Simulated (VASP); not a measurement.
# BN: single point with PBE

The system is BN.

```
B N
1.0
     1.81300   -1.81300    0.00000
     1.81300    0.00000   -1.81300
     7.79590    6.70810    7.25200
B N
6 6
Cartesian
  2.8703 -0.7557 -0.7557
  6.4963 6.4963 6.4963
  2.8703 1.0573 1.0573
  6.4963 2.8703 2.8703
  2.8703 2.8703 2.8703
  6.4963 4.6833 4.6833
  5.5898 1.9638 1.9638
  5.5898 0.1508 0.1508
  5.5898 3.7768 3.7768
  9.2158 5.5898 5.5898
  5.5898 5.5898 5.5898
  1.9638 0.1508 0.1508
```

| Quantity | Value |
| --- | --- |
| Program | VASP 6.6.1 |
| Task | single point |
| Functional | PBE |
| Potentials or basis | VASP PAW PBE potentials, release 64 (B, N) |
| Cutoff | 520 eV |
| k mesh | 10 × 10 × 2 |
| Occupations | gaussian, width 0.05 eV |
| Spin | no spin polarisation |

The pressure is 0.2 GPa, the largest force is 3.389 eV/Å and the band gap on the k mesh is 2.86 eV (least direct gap 4.01 eV).

Forces in eV/Å, atoms in the order of the input:
```
B   -1.843  2.277  0.091
B    0.050  0.121 -0.417
B   -0.039  0.219  0.269
B    0.064  0.070  0.068
B    0.055  0.080  0.072
B    0.039  0.088  0.063
N   -0.069 -0.068 -0.066
N   -0.096 -0.036 -0.059
N   -0.053 -0.087 -0.070
N    1.943 -2.679 -0.728
N    0.066 -0.330 -0.135
N   -0.117  0.344  0.912
```

Stress tensor (GPa, compression positive):
```
-14.33   3.70  -4.26
  3.70   7.99  10.83
 -4.26  10.83   6.85
```

Levels at points of the mesh, in eV from the valence-band top:
| k point | band 22 | band 23 | band 24 | band 25 | band 26 | band 27 |
| --- | --- | --- | --- | --- | --- | --- |
| (0.00, 0.00, 0.00) | -0.58 | -0.46 | 0.00 | 6.85 | 8.07 | 8.31 |
| (0.50, 0.00, 0.00) | -3.24 | -2.50 | -1.15 | 2.86 | 5.11 | 5.60 |
| (0.50, 0.50, 0.00) | -3.22 | -2.60 | -2.29 | 4.24 | 5.31 | 5.98 |
| (0.00, 0.50, 0.00) | -3.09 | -2.61 | -1.77 | 3.91 | 5.54 | 5.73 |
| (0.00, 0.00, 0.50) | -0.63 | -0.49 | -0.38 | 6.86 | 8.11 | 8.40 |
| (0.50, 0.00, 0.50) | -2.84 | -2.58 | -1.24 | 3.03 | 4.49 | 6.51 |
| (0.50, 0.50, 0.50) | -2.98 | -2.64 | -2.46 | 4.51 | 4.94 | 5.92 |
| (0.00, 0.50, 0.50) | -2.92 | -2.55 | -1.97 | 4.40 | 4.56 | 6.39 |

It took 5.7 min on 1 thread of Intel Xeon 8259CL (shared host), peak memory 0.31 GiB.

Caveat: forces of over 1 eV/Å act on the atoms, so gaps and moduli don't describe the material at rest. A k mesh can miss the band edges.
